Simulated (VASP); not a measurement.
A run of VASP 6.6.1 is set up as follows.

Contents of INCAR:

```
SYSTEM = HfB2
ALGO = Normal
EDIFF = 1E-8
ENCUT = 520
IBRION = 8
ISIF = 2
ISMEAR = -1
LASPH = .True.
LCHARG = .True.
LREAL = .False.
LWAVE = .False.
NELM = 100
NSW = 1
PREC = Accurate
SIGMA = 0.05
```

The input KPOINTS:

```
k-points
0
Gamma
  7 7 6
  0 0 0
```

File POSCAR:

```
HfB2
1.0
    3.1400000000      0.0000000000      0.0000000000
   -1.5700000000      2.7193197679      0.0000000000
    0.0000000000      0.0000000000      3.4800000000
Hf B
1 2
Direct
    0.0000000000      0.0000000000      0.0000000000
    0.6666666667      0.3333333333      0.5000000000
    0.3333333333      0.6666666667      0.5000000000
```

Potentials or basis: VASP PAW LDA potentials, release 64 (Hf_pv, B).

Launch:

```sh
$ cat potpaw_LDA.64/Hf_pv/POTCAR potpaw_LDA.64/B/POTCAR > POTCAR
$ mpirun -np 1 vasp_std > vasp.out
```

(1) Estimate the highest phonon frequency at Γ, LO-TO splitting left out.

## Answers

(1) 772 cm⁻¹.

Caveat: the cell wasn't relaxed at this level first, which shifts response properties.
